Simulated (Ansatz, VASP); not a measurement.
**As3Se in VASP and in Ansatz**

```xyz
8
Lattice="5.2604 0.0000 0.0000 -2.6302 4.5556 0.0000 0.0000 0.0000 9.2999" Properties=species:S:1:pos:R:3 pbc="T T T"
As    0.0000    0.0000    2.3250
As    0.0000    0.0000    6.9749
As    0.0000    3.0371    5.4218
As    2.6302    1.5185    0.7719
As    0.0000    3.0371    8.5280
As    2.6302    1.5185    3.8780
Se    0.0000    3.0371    2.3250
Se    2.6302    1.5185    6.9749
```

Change from the starting cell: species swapped into the K3As type (P6_3/mmc, No. 194).

Alike in both runs: task relaxation of cell and atoms; functional PBE; k mesh 4 × 4 × 2; occupations gaussian, width 0.2 eV; no spin polarisation.

|  | VASP | Ansatz |
| --- | --- | --- |
| version | VASP 6.6.1 | Ansatz 0.2.0 |
| potentials or method | VASP PAW PBE potentials, release 64 (As, Se), cutoff 600 eV | scalar-relativistic, plane waves, PAW |
| valence electrons in the cell | 42 | 122 |

```tsv
	VASP	Ansatz	Ansatz less VASP
gap on the k mesh at the Fermi level, each at its own relaxed structure (eV)	none	none	-
relaxed volume (Å³/atom)	20.93	21.11	+0.181
relaxed length of the cell vector where the two differ most in proportion (Å)	8.243	7.762	-0.4817
```

A gap of «none» marks a metal or a gap that the smearing closes. One of these differences is far larger than is usual between the two programs; its cause wasn't traced. VASP's potentials hold 42 valence electrons a cell and Ansatz's 122, so a difference there can come from the potentials and not from the codes.

Noted on VASP's run: the volume moved by over 15 % at a fixed basis, so the end points are rough.
